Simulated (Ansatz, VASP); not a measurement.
# One calculation of C, two programs

Contents of INCAR:

```
  ALGO = Normal
  EDIFF = 1E-6
  ENCUT = 520
  GGA = CA
  ISIF = 2
  ISMEAR = 0
  LASPH = T
  LCHARG = T
  LELF = T
  LREAL = F
  LVHAR = T
  LWAVE = F
  NBANDS = 11
  NELM = 60
  PREC = Accurate
  SIGMA = 0.05
```

KPOINTS

```
k-points
0
Gamma
  14 14 8
```

The input POSCAR:

```
C
1.0
    2.1172982844     -1.2222020964      0.0128511562
    2.1172982844      1.2226659974     -0.0360462056
   -1.3916690928     -0.0667460384      3.3373019203
C
2
Direct
    0.8333830096      0.8333830096      0.0001497828
    0.1666169904      0.1666169904      0.9998502172
```

Input for Ansatz:

```yaml
crystal:
  lattice:
    - [2.1172982844, -1.2222020964, 0.0128511562]
    - [2.1172982844, 1.2226659974, -0.0360462056]
    - [-1.3916690928, -0.0667460384, 3.3373019203]
  atoms:
    - { symbol: C, position: [0.8333830096, 0.8333830096, 0.0001497828] }
    - { symbol: C, position: [0.1666169904, 0.1666169904, 0.9998502172] }
basis:
  ecutwfc: 420
kpoints:
  mp_grid: { grid: [14, 14, 8] }
hamiltonian:
  xc: lda
scf:
  occupations: { method: gaussian, width: 0.05 }
output:
  forces: true
  stress: true
  eigenvalues: true
  write_density: true
  write_potential: true
  elf: true
  volumetric_format: npy
```

Change from the starting cell: strain -0.0400 x Voigt [0, 0, 0, 1, 0, 0], atoms carried along.

Alike in both runs: task single point; functional LDA; k mesh 14 × 14 × 8; occupations gaussian, width 0.05 eV; no spin polarisation.

|  | VASP | Ansatz |
| --- | --- | --- |
| version | VASP 6.6.1 | Ansatz 0.2.0 |
| potentials or method | VASP PAW LDA potentials, release 64 (C), cutoff 520 eV | scalar-relativistic, plane waves, PAW |
| valence electrons in the cell | 8 | 8 |

VASP gave:

```
gap on the k mesh at the Fermi level (eV)                     : 0.51
least direct gap on the mesh (eV)                             : 0.59
pressure (GPa)                                                : 0.7
traceless stress, the component that is largest in VASP (GPa) : -0.82
rms of the force components (eV/Å)                            : 0.006
```

Estimate Ansatz's values.

gap on the k mesh at the Fermi level (eV): 0.51; least direct gap on the mesh (eV): 0.60; pressure (GPa): -0.1; traceless stress, the component that is largest in VASP (GPa): 0.12; rms of the force components (eV/Å): 0.006.

LDA's correlation is that of Perdew and Zunger in VASP and of Perdew and Wang (1992) in Ansatz. Atom by atom the forces differ by 0.000 eV/Å (rms over components).
